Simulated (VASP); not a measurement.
The system is Cs2AgBiBr6.

```
Bi Cs Ag Br
1.0
     0.00000    5.61610    5.61610
     5.61610    0.00000    5.61610
     5.61610    5.61610    0.00000
Bi Cs Ag Br
1 2 1 6
Direct
  0.00000 0.00000 0.00000
  0.75000 0.75000 0.75000
  0.25000 0.25000 0.25000
  0.50000 0.50000 0.50000
  0.74945 0.74945 0.25055
  0.25055 0.25055 0.74945
  0.74945 0.25055 0.25055
  0.74945 0.25055 0.74945
  0.25055 0.74945 0.74945
  0.25055 0.74945 0.25055
```

Program: VASP 6.6.1. Alike in all runs: task single point; potentials or basis VASP PAW PBE potentials, release 64 (Bi_d, Cs_sv, Ag, Br); no spin polarisation; cell as given; k mesh 4 × 4 × 4; cutoff (eV) 520.

Order these runs on this cell by their band gap on the k mesh, lowest first.
A. level r2SCAN; smearing gaussian 0.01 eV
B. level PBEsol; smearing gaussian 0.01 eV
C. level PBEsol+U; U Ag d U = 4.0 eV; smearing fermi-dirac 0.05 eV

B (1.17 eV), C (1.50 eV), A (1.65 eV).

Caveats: spin-orbit coupling is left out, which moves the levels of the heavy elements.

A k mesh can miss the band edges.
